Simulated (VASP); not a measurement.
# B4Ru (Pm-3m) in VASP: a series of runs

B4Ru is run at these levels: PBE; tasks: single point, relaxation of cell and atoms.

Program: VASP 6.6.1. These are calculated values, not measurements. Logs are shortened: lines on timing, memory, paths and dates and some standing lists are left out, and cuts for length are marked.

## Step 1: The cell of the first run

Symmetry: Pm-3m, No. 221, cubic system. The conventional cell has a = 3.468 Å, b = 3.468 Å, c = 3.468 Å, α = 90.00°, β = 90.00°, γ = 90.00°. Within 2.3 Å of B (site symmetry m-3m) lie 6 B at 1.73 Å. B (site symmetry 4/mmm) has 2 B at 1.73 Å within 2.3 Å. Within 3.2 Å of Ru (site symmetry m-3m) lie 20 B at 2.45 to 3.00 Å.

## Step 2: Single point, PBE

Input file INCAR:

```
SYSTEM = B4Ru
ALGO = Normal ; EDIFF = 1E-6
ENCUT = 520 ; GGA = PE
ISIF = 2 ; ISMEAR = 0
LASPH = .TRUE. ; LCHARG = .TRUE.
LELF = .TRUE. ; LREAL = .FALSE.
LVHAR = .TRUE. ; LWAVE = .FALSE.
NBANDS = 21 ; NELM = 60
PREC = Accurate ; SIGMA = 0.1
```

Input file KPOINTS:

```
k-points
0
G
  4 4 4
  0 0 0
```

Input file POSCAR:

```
B4Ru
1.0
    3.4683702884      0.0000000000      0.0000000000
    0.0000000000      3.4683702884      0.0000000000
    0.0000000000      0.0000000000      3.4683702884
B Ru
4 1
Direct
    0.0000000000      0.0000000000      0.0000000000
    0.5000000000      0.0000000000      0.0000000000
    0.0000000000      0.5000000000      0.0000000000
    0.0000000000      0.0000000000      0.5000000000
    0.5000000000      0.5000000000      0.5000000000
```

Potentials or basis: VASP PAW PBE potentials, release 64 (B, Ru_pv).

Command:

```bash
$ cat potpaw_PBE.64/B/POTCAR potpaw_PBE.64/Ru_pv/POTCAR > POTCAR
$ mpirun -np 1 vasp_std > vasp.out
```

OUTCAR:

```text
SYSTEM = B4Ru
   EDIFF = 1E-6
   ENCUT = 520
   GGA = PE
   ISIF = 2
   ISMEAR = 0
   LASPH = .TRUE.
   LREAL = .FALSE.
   NELM = 60
   PREC = Accurate

 ion  position               nearest neighbor table
   1  0.000  0.000  0.000-   2 1.73   3 1.73   4 1.73   4 1.73   3 1.73   2 1.73
   2  0.500  0.000  0.000-   1 1.73   1 1.73   5 2.45   5 2.45   5 2.45   5 2.45
   3  0.000  0.500  0.000-   1 1.73   1 1.73   5 2.45   5 2.45   5 2.45   5 2.45
   4  0.000  0.000  0.500-   1 1.73   1 1.73   5 2.45   5 2.45   5 2.45   5 2.45
   5  0.500  0.500  0.500-   2 2.45   3 2.45   4 2.45   2 2.45   3 2.45   2 2.45   4 2.45   2 2.45
                             3 2.45   4 2.45   3 2.45   4 2.45

  LATTYP: Found a simple cubic cell.
 ALAT       =     3.4683702884

  Lattice vectors:

 A1 = (   3.4683702884,   0.0000000000,   0.0000000000)
 A2 = (   0.0000000000,   3.4683702884,   0.0000000000)
 A3 = (   0.0000000000,   0.0000000000,   3.4683702884)

Analysis of symmetry for initial positions (statically):
=====================================================================
 Subroutine PRICEL returns:
 Original cell was already a primitive cell.

 Routine SETGRP: Setting up the symmetry group for a
 simple cubic supercell.

 Subroutine GETGRP returns: Found 48 space group operations
 (whereof 48 operations were pure point group operations)
 out of a pool of 48 trial point group operations.

The static configuration has the point symmetry O_h .

Analysis of symmetry for dynamics (positions and initial velocities):
=====================================================================
 Subroutine PRICEL returns:
 Original cell was already a primitive cell.

 Routine SETGRP: Setting up the symmetry group for a
 simple cubic supercell.

 Subroutine GETGRP returns: Found 48 space group operations
 (whereof 48 operations were pure point group operations)
 out of a pool of 48 trial point group operations.

The dynamic configuration has the point symmetry O_h .

 Subroutine INISYM returns: Found 48 space group operations
 (whereof 48 operations are pure point group operations),
 and found     1 'primitive' translations

----------------------------------------------------------------------------------------

                                     Primitive cell

  volume of cell :      41.7231

  direct lattice vectors                    reciprocal lattice vectors
     3.468370288  0.000000000  0.000000000     0.288319850  0.000000000  0.000000000
     0.000000000  3.468370288  0.000000000     0.000000000  0.288319850  0.000000000
     0.000000000  0.000000000  3.468370288     0.000000000  0.000000000  0.288319850

  length of vectors
     3.468370288  3.468370288  3.468370288     0.288319850  0.288319850  0.288319850

  position of ions in fractional coordinates (direct lattice)
     0.000000000  0.000000000  0.000000000
     0.500000000  0.000000000  0.000000000
     0.000000000  0.500000000  0.000000000
     0.000000000  0.000000000  0.500000000
     0.500000000  0.500000000  0.500000000

  ion indices of the primitive-cell ions
   primitive index   ion index
                 1           1
                 2           2
                 3           3
                 4           4
                 5           5

----------------------------------------------------------------------------------------

 KPOINTS: k-points

Automatic generation of k-mesh.
 Grid dimensions read from file:
 generate k-points for:    4    4    4

 Generating k-lattice:

  Cartesian coordinates                     Fractional coordinates (reciprocal lattice)
     0.072079962  0.000000000  0.000000000     0.250000000  0.000000000  0.000000000
     0.000000000  0.072079962  0.000000000     0.000000000  0.250000000  0.000000000
     0.000000000  0.000000000  0.072079962     0.000000000  0.000000000  0.250000000

  Length of vectors
     0.072079962  0.072079962  0.072079962

  Shift w.r.t. Gamma in fractional coordinates (k-lattice)
     0.000000000  0.000000000  0.000000000

 Subroutine IBZKPT returns following result:
 ===========================================

 Found     10 irreducible k-points:

 Following reciprocal coordinates:
            Coordinates               Weight
  0.000000  0.000000  0.000000      1.000000
  0.250000  0.000000  0.000000      6.000000
  0.500000  0.000000  0.000000      3.000000
  0.250000  0.250000  0.000000     12.000000
  0.500000  0.250000  0.000000     12.000000
  0.500000  0.500000  0.000000      3.000000
  0.250000  0.250000  0.250000      8.000000
  0.500000  0.250000  0.250000     12.000000
  0.500000  0.500000  0.250000      6.000000
  0.500000  0.500000  0.500000      1.000000
   k-points           NKPTS =     10   k-points in BZ     NKDIM =     10   number of bands    NBANDS=     21
   number of dos      NEDOS =    301   number of ions     NIONS =      5
   total plane-waves  NPLWV =  21952
   dimension x,y,z NGX =    28 NGY =   28 NGZ =   28
   dimension x,y,z NGXF=    56 NGYF=   56 NGZF=   56
   ions per type =               4   1
   NGX,Y,Z   is equivalent  to a cutoff of  13.42, 13.42, 13.42 a.u.
   NGXF,Y,Z  is equivalent  to a cutoff of  26.84, 26.84, 26.84 a.u.
 SYSTEM =  B4Ru
   PREC   = accura    normal or accurate (medium, high low for compatibility)
   ISTART =      0    job   : 0-new  1-cont  2-samecut
   ICHARG =      2    charge: 1-file 2-atom 10-const
   ISPIN  =      1    spin polarized calculation?
   LNONCOLLINEAR =      F non collinear calculations
   LSORBIT =      F    spin-orbit coupling
   LASPH  =      T    aspherical Exc in radial PAW
   ENCUT  =  520.0 eV  38.22 Ry    6.18 a.u.   6.45  6.45  6.45*2*pi/ulx,y,z
   NELM   =     60;   NELMIN=  2; NELMDL= -5     # of ELM steps
   EDIFF  = 0.1E-05   stopping-criterion for ELM
   LREAL  =      F    real-space projection
   EDIFFG = 0.1E-04   stopping-criterion for IOM
   NSW    =      0    number of steps for IOM
   IBRION =     -1    ionic relax: 0-MD 1-quasi-New 2-CG
   NFREE  =      0    steps in history (QN), initial steepest desc. (CG)
   ISIF   =      2    stress and relaxation
   ISYM   =      2    0-nonsym 1-usesym 2-fastsym
   POTIM  = 0.5000    time-step for ionic-motion
   TEBEG  =    0.0;   TEEND  =   0.0 temperature during run
   PSTRESS=    0.0 pullay stress
   NELECT =      26.0000    total number of electrons
   NUPDOWN=      -1.0000    fix difference up-down
   EMIN   =  10.00;   EMAX   =-10.00  energy-range for DOS
   EFERMI =   0.00;   METHOD = LEGACY
   ISMEAR =     0;   SIGMA  =   0.10  broadening in eV -4-tet -1-fermi 0-gaus
   EFERMI_NEDOS =   21; number of points for ismear=-14 and -15
   IALGO  =     38    algorithm
   IMIX   =      4    mixing-type and parameters
     AMIX     =   0.40;   BMIX     =  1.00
     AMIX_MAG =   1.60;   BMIX_MAG =  1.00
  volume/ion in A,a.u.               =       8.34        56.31
  Fermi-wavevector in a.u.,A,eV,Ry     =   1.398322  2.642445 26.603527  1.955304
  Thomas-Fermi vector in A             =   2.521491
   LORBIT       =      0    0 simple, 1 ext, 2 COOP (PROOUT), +10 PAW based schemes
   GGA     = PE    functional components
   LHFCALC =     F    Hartree Fock is set to
   AEXX    =    0.0000 exact exchange contribution
   IVDW    =     0    specifies the selected vdW correction
   LEPSILON=     F    determine dielectric tensor
   LRPA    =     F    only Hartree local field effects (RPA)
 non-spin polarized calculation
 Gauss-broadening in eV      SIGMA  =   0.10
  energy-cutoff  :      520.00
  volume of cell :       41.72
 maximum number of plane-waves:      1141
 NGX is ok and might be reduce to    28
   NGX = 13   NGY = 13   NGZ = 13

 number of electron      25.9999993 magnetization

 Free energy of the ion-electron system (eV)
  ---------------------------------------------------
  ext. energy  EPLUGINS =         0.00000000
  ---------------------------------------------------
  free energy    TOTEN  =       -29.79161999 eV

  energy without entropy =      -29.78288725  energy(sigma->0) =      -29.78725362

 E-fermi :   9.5509     XC(G=0): -12.7512

 val. band max:        9.4348873606   @ k =   0.5000   0.2500   0.0000
 cond. band min:       9.6325366807   @ k =   0.5000   0.2500   0.2500
 fundamental gap:      0.1976493201
 Fermi energy:         9.5509345646

 k-point     1 :       0.0000    0.0000    0.0000
  band No.  band energies     occupation
      1     -33.1229      2.00000
      2     -33.1229      2.00000
      3     -33.1229      2.00000
      4      -5.8371      2.00000
      5       2.4212      2.00000
      6       2.4212      2.00000
[... 13 lines left out ...]
     20      13.1906      0.00000
     21      13.1906      0.00000

 k-point     2 :       0.2500    0.0000    0.0000
  band No.  band energies     occupation
      1     -33.1452      2.00000
      2     -33.1205      2.00000
      3     -33.1205      2.00000
      4      -5.2437      2.00000
      5      -0.0730      2.00000
      6       2.4528      2.00000
[... 13 lines left out ...]
     20      14.0987      0.00000
     21      14.3080      0.00000

 k-point     3 :       0.5000    0.0000    0.0000
  band No.  band energies     occupation
      1     -33.1674      2.00000
      2     -33.1182      2.00000
      3     -33.1182      2.00000
      4      -4.1811      2.00000
      5      -2.0612      2.00000
      6       2.4551      2.00000
[... 13 lines left out ...]
     20      15.8213      0.00000
     21      17.9931      0.00000
[... 121 lines left out ...]
 k-point     9 :       0.5000    0.5000    0.2500
  band No.  band energies     occupation
      1     -33.1604      2.00000
      2     -33.1604      2.00000
      3     -33.1360      2.00000
      4      -2.8887      2.00000
      5      -0.1388      2.00000
      6      -0.1388      2.00000
[... 13 lines left out ...]
     20      15.4888      0.00000
     21      17.0445      0.00000

 k-point    10 :       0.5000    0.5000    0.5000
  band No.  band energies     occupation
      1     -33.1581      2.00000
      2     -33.1581      2.00000
      3     -33.1581      2.00000
      4      -1.9619      2.00000
      5       0.0046      2.00000
      6       0.0046      2.00000
[... 13 lines left out ...]
     20      16.5280      0.00000
     21      16.5280      0.00000

------------------------ aborting loop because EDIFF is reached ----------------------------------------

  FORCE on cell =-STRESS in cart. coord.  units (eV):
  Direction    XX          YY          ZZ          XY          YZ          ZX
  --------------------------------------------------------------------------------------
  -------------------------------------------------------------------------------------
  Total       -0.0740060     -0.0740060     -0.0740060      0.0000000      0.0000000     -0.0000000
  in kB       -2.8418515     -2.8418515     -2.8418515      0.0000000      0.0000000     -0.0000000
  external PRESSURE =      -2.8418515 kB  Pullay stress =       0.0000000 kB

 VOLUME and BASIS-vectors are now :
 -----------------------------------------------------------------------------
  energy-cutoff  :      520.00
  volume of cell :       41.72
      direct lattice vectors                 reciprocal lattice vectors
     3.468370288  0.000000000  0.000000000     0.288319850  0.000000000  0.000000000
     0.000000000  3.468370288  0.000000000     0.000000000  0.288319850  0.000000000
     0.000000000  0.000000000  3.468370288     0.000000000  0.000000000  0.288319850

 POSITION                                       TOTAL-FORCE (eV/Angst)
 -----------------------------------------------------------------------------------
      0.00000      0.00000      0.00000         0.000000      0.000000      0.000000
      1.73419      0.00000      0.00000         0.000000      0.000000      0.000000
      0.00000      1.73419      0.00000         0.000000      0.000000      0.000000
      0.00000      0.00000      1.73419         0.000000      0.000000      0.000000
      1.73419      1.73419      1.73419         0.000000      0.000000      0.000000
 -----------------------------------------------------------------------------------
    total drift:                                0.000000      0.000000      0.000000

  FREE ENERGIE OF THE ION-ELECTRON SYSTEM (eV)
  ---------------------------------------------------
  free  energy   TOTEN  =       -29.7916199874 eV

  energy  without entropy=      -29.7828872474  energy(sigma->0) =      -29.78725362
```

Run time: 15 s. Hardware: 1 thread of Intel Xeon Platinum 8259CL at 2.50GHz (Skylake/Cascade Lake), shared host; peak memory 0.15 GiB.

Results:

| Property | Result |
| --- | --- |
| Free energy | -29.7916 eV |
| Pressure | -0.3 GPa |
| Band gap on the k mesh | zero (band 13 reaches 9.86 eV, above the bottom of band 14 at 8.98 eV) |

Levels at points of the mesh, in eV from the Fermi level:
| k point | band 11 | band 12 | band 13 | band 14 | band 15 | band 16 |
| --- | --- | --- | --- | --- | --- | --- |
| (0.00, 0.00, 0.00) | -1.71 | -1.71 | 0.10 | 2.00 | 2.00 | 2.73 |
| (0.50, 0.00, 0.00) | -1.24 | -1.24 | -1.15 | -0.57 | -0.33 | -0.33 |
| (0.50, 0.50, 0.00) | -2.76 | -1.00 | -0.27 | 1.69 | 1.69 | 2.53 |
| (0.50, 0.50, 0.50) | -0.69 | -0.69 | 0.30 | 0.30 | 0.30 | 3.28 |

Caveat: the k points lie up to 0.45 Å⁻¹ apart.

## Step 3: Single point, PBE

This run uses another cell than the first one, of 10.92 Å³/atom, 1.309 times its volume.

Input file INCAR:

```
SYSTEM = B4Ru
PREC = Accurate ; ENCUT = 520
EDIFF = 1E-6 ; ISMEAR = 0
SIGMA = 0.1 ; LREAL = .FALSE.
LASPH = .TRUE. ; NELM = 60
ALGO = Normal ; ISIF = 2
LWAVE = .FALSE. ; LCHARG = .TRUE.
GGA = PE ; LELF = .TRUE.
LVHAR = .TRUE. ; NBANDS = 21
```

Input file KPOINTS:

```
regular mesh
0
G
  4 4 4
  0 0 0
```

Edit POSCAR of step 2 so:

```diff
@@ -2,5 +2,5 @@
 1.0
-    3.4683702884      0.0000000000      0.0000000000
-    0.0000000000      3.4683702884      0.0000000000
-    0.0000000000      0.0000000000      3.4683702884
+    3.7941534700      0.0000000000      0.0000000000
+    0.0000000000      3.7941534700      0.0000000000
+    0.0000000000      0.0000000000      3.7941534700
 B Ru
```

Potentials or basis: VASP PAW PBE potentials, release 64 (B, Ru_pv).

Command:

```bash
$ cat potpaw_PBE.64/B/POTCAR potpaw_PBE.64/Ru_pv/POTCAR > POTCAR
$ mpirun -np 1 vasp_std > vasp.out
```

Run time: 18 s. Hardware: 1 thread of Intel Xeon Platinum 8259CL at 2.50GHz (Skylake/Cascade Lake), shared host; peak memory 0.15 GiB.

Results (log left out):

- Free energy: -28.1075 eV
- Pressure: -32.9 GPa
- Band gap on the k mesh: zero (band 13 reaches 6.52 eV, above the bottom of band 14 at 5.63 eV)

Levels at points of the mesh, in eV from the Fermi level:
| k point | band 9 | band 10 | band 11 | band 12 | band 13 | band 14 | band 15 | band 16 | band 17 | band 18 |
| --- | --- | --- | --- | --- | --- | --- | --- | --- | --- | --- |
| (0.00, 0.00, 0.00) | -4.67 | -1.14 | -1.14 | -1.14 | -0.57 | 0.70 | 0.70 | 2.53 | 2.53 | 2.53 |
| (0.50, 0.00, 0.00) | -2.57 | -1.04 | -0.93 | -0.93 | -0.93 | -0.82 | 0.07 | 0.07 | 1.11 | 4.24 |
| (0.50, 0.50, 0.00) | -2.81 | -2.81 | -2.52 | -0.72 | -0.23 | 1.23 | 1.40 | 1.40 | 3.73 | 3.73 |
| (0.50, 0.50, 0.50) | -3.80 | -3.80 | -0.51 | -0.51 | 0.07 | 0.07 | 0.07 | 2.45 | 4.23 | 4.23 |

Caveat: the k points lie up to 0.41 Å⁻¹ apart.

## Step 4: Single point, PBE

This run uses another cell than the first one, of 8.29 Å³/atom, 0.994 times its volume.

Input file INCAR:

```
ALGO = Normal
EDIFF = 1E-6
ENCUT = 520
GGA = PE
ISIF = 2
ISMEAR = 0
LASPH = T
LCHARG = F
LREAL = F
LWAVE = F
NBANDS = 21
NELM = 60
PREC = Accurate
SIGMA = 0.1
```

Input file KPOINTS:

```
k-points
0
Gamma
  6 6 6
```

Edit POSCAR of step 3 so:

```diff
@@ -2,5 +2,5 @@
 1.0
-    3.7941534700      0.0000000000      0.0000000000
-    0.0000000000      3.7941534700      0.0000000000
-    0.0000000000      0.0000000000      3.7941534700
+    3.4613378014      0.0000000000      0.0000000000
+    0.0000000000      3.4613378014      0.0000000000
+    0.0000000000      0.0000000000      3.4613378014
 B Ru
```

Command:

```bash
$ cat potpaw_PBE.64/B/POTCAR potpaw_PBE.64/Ru_pv/POTCAR > POTCAR
$ mpirun -np 1 vasp_std > vasp.out
```

It took 22 s on 1 thread of Intel Xeon Platinum 8259CL at 2.50GHz (Skylake/Cascade Lake), shared host; peak memory 0.16 GiB.

It converged, with:

```
Free energy            : -29.7540 eV
Pressure               : -0.1 GPa
Band gap on the k mesh : zero (band 13 reaches 10.17 eV, above the bottom of band 14 at 8.79 eV)
```

Levels at points of the mesh, in eV from the Fermi level:
```tsv
k point	band 11	band 12	band 13	band 14	band 15	band 16
(0.00, 0.00, 0.00)	-1.76	-1.76	0.02	1.95	1.95	2.59
(0.50, 0.00, 0.00)	-1.31	-1.31	-1.20	-0.69	-0.48	-0.48
(0.50, 0.50, 0.00)	-2.85	-1.04	-0.31	1.57	1.57	2.47
(0.50, 0.50, 0.50)	-0.72	-0.72	0.27	0.27	0.27	3.22
```

[end of part 1 of 2]
